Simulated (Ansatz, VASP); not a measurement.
# One calculation of LiF, two programs

```xyz
4
Lattice="3.0499 0.0000 0.0000 -1.5250 2.6413 0.0000 0.0000 0.0000 4.7369" Properties=species:S:1:pos:R:3 pbc="T T T"
Li    0.0000    1.7609    1.8116
Li    1.5250    0.8804    4.1800
F     0.0000    1.7609    4.7016
F     1.5250    0.8804    2.3332
```

Alike in both runs: task single point; functional r2SCAN; k mesh 9 × 9 × 4; no spin polarisation.

|  | VASP | Ansatz |
| --- | --- | --- |
| version | VASP 6.6.1 | Ansatz 0.2.0 |
| potentials or method | VASP PAW PBE potentials, release 64 (Li_sv, F) | plane waves, PAW |
| plane-wave cutoff (eV) | 520 | 500 |
| occupations | gaussian, width 0.01 eV | fixed |
| valence electrons in the cell | 20 | 20 |

|  | VASP | Ansatz | Ansatz less VASP |
| --- | --- | --- | --- |
| gap on the k mesh at the Fermi level (eV) | 8.84 | 8.76 | -0.080 |
| rms of the force components (eV/Å) | 0.006 | 0.004 | -0.0022 |

VASP's potentials were made for PBE, not for r2SCAN. Atom by atom the forces differ by 0.002 eV/Å (rms over components).

Noted on VASP's run: the cutoff is short for stress, so the pressure is rough.
